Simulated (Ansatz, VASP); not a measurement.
## Two plane-wave programs on WS2

```xyz
3
Lattice="1.5786 0.9114 6.0396 -1.5786 0.9114 6.0396 0.0000 -1.8228 6.0396" Properties=species:S:1:pos:R:3 pbc="T T T"
W     0.0000    0.0000   -0.0119
S     0.0000    0.0000   13.6394
S     0.0000    0.0000   10.4939
```

Alike in both runs: functional PBE; dispersion D3(BJ); k mesh 12 × 12 × 12; occupations gaussian, width 0.02 eV; no spin polarisation.

Ansatz relaxed the structure, and its values are those at the end. VASP's run is a single point on that final structure, the one shown.

```csv
,VASP,Ansatz
version,VASP 6.6.1,Ansatz 0.2.0
potentials or method,"VASP PAW PBE potentials, release 64 (W_sv, S), cutoff 520 eV","scalar-relativistic, plane waves, PAW"
valence electrons in the cell,26,26
```

```csv
,VASP,Ansatz,Ansatz less VASP
gap on the k mesh at the Fermi level (eV),0.93,0.92,-0.017
least direct gap on the mesh (eV),1.92,1.92,-0.003
pressure (GPa),0.0,0.0,+0.06
```

Spin-orbit coupling is off throughout.
